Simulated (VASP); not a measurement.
Write the native input for VASP 6.6.1 that does the following.

```
Task                   : single point
Functional             : PBE
Potentials or basis    : VASP PAW PBE potentials, release 64 (Sn_d, O)
Cutoff                 : 600 eV
k mesh                 : 6 × 6 × 8
Occupations            : tetrahedron
Spin                   : no spin polarisation
Dipole correction      : no
Further INCAR settings : ALGO = Normal; EDIFF = 1e-06; NBANDS = 35
```

The structure of SnO2 lies in POSCAR:

```
SnO2
1.0
    4.8277049961      0.0000000000      0.0000000000
    0.0000000000      4.8277049961      0.0000000000
    0.0000000000      0.0000000000      3.2379909406
Sn O
2 4
Direct
    0.0000000000      0.0000000000      0.0000000000
    0.5000000000      0.5000000000      0.5000000000
    0.2681571011      0.3450530715      0.0000000000
    0.2318428989      0.8450530715      0.5000000000
    0.7318428989      0.6549469285      0.0000000000
    0.7681571011      0.1549469285      0.5000000000
```

These files were run (other wordings do the same):

INCAR

```
SYSTEM = SnO2
ALGO     = Normal         ! electronic algorithm
EDIFF    = 1E-6           ! SCF threshold, eV
ENCUT    = 600            ! plane-wave cutoff, eV
GGA      = PE             ! functional
GGA_COMPAT= .FALSE.      
ISIF     = 2              ! what is computed and relaxed
ISMEAR   = -5             ! smearing method
LASPH    = .TRUE.         ! aspherical terms in the spheres
LCHARG   = .FALSE.        ! write CHGCAR
LREAL    = .FALSE.        ! projectors in reciprocal space
LWAVE    = .FALSE.        ! write WAVECAR
NBANDS   = 35             ! bands
NELM     = 120            ! most SCF steps
PREC     = Accurate       ! precision mode
SIGMA    = 0.05           ! smearing width, eV
```

KPOINTS

```
k-points
0
G
  6 6 8
  0 0 0
```

Potentials or basis: VASP PAW PBE potentials, release 64 (Sn_d, O).

Run with:

```console
$ cat potpaw_PBE.64/Sn_d/POTCAR potpaw_PBE.64/O/POTCAR > POTCAR
$ mpirun -np 1 vasp_std > vasp.out
```

It gave:

The pressure is -2.1 GPa and the largest force is 0.345 eV/Å. The band gap on the k mesh is 1.04 eV (least direct gap 1.20 eV).

Caveat: spin-orbit coupling is left out, which moves the levels of the heavy elements.

It took 2.5 min on 1 thread of Oxide Virtual Turin-like Processor, on a shared host, peak memory 0.31 GiB.
